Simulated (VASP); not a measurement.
A run of VASP 6.6.1 is set up as follows.

INCAR

```
PREC = Accurate ; ENCUT = 520
EDIFF = 1E-6 ; ISMEAR = 0
SIGMA = 0.05 ; LREAL = False
LASPH = True ; NELM = 100
ALGO = Normal ; ISIF = 2
LWAVE = False ; LCHARG = False
GGA = PE ; NBANDS = 25
```

Contents of KPOINTS:

```
Automatic mesh
0
Gamma
  6 6 10
```

The input POSCAR:

```
SiO2
1.0
    4.2635861784      0.0000000000      0.0000000000
    0.0000000000      4.2635861784      0.0000000000
    0.0000000000      0.0000000000      2.5487718175
Si O
2 4
Direct
    0.5000000000      0.5000000000      0.5000000000
    0.0000000000      0.0000000000      0.0000000000
    0.6930127928      0.6930127928      0.0000000000
    0.1930127928      0.8069872072      0.5000000000
    0.3069872072      0.3069872072      0.0000000000
    0.8069872072      0.1930127928      0.5000000000
```

Potentials or basis: VASP PAW PBE potentials, release 64 (Si, O).

Launch:

```sh
$ cat potpaw_PBE.64/Si/POTCAR potpaw_PBE.64/O/POTCAR > POTCAR
$ mpirun -np 1 vasp_std > vasp.out
```

Q: Estimate the band gap on the k mesh.

A: 5.94 eV.

Q: What does it give for the largest force?

A: 0.016 eV/Å.

Q: Estimate the pressure.

A: 17.8 GPa.

Forces in eV/Å, atoms in the order of the input:
```
Si   0.000  0.000  0.000
Si   0.000  0.000  0.000
O   -0.011 -0.011  0.000
O   -0.011  0.011  0.000
O    0.011  0.011  0.000
O    0.011 -0.011  0.000
```

Caveat: the cell stands under pressure. A k mesh can miss the band edges.
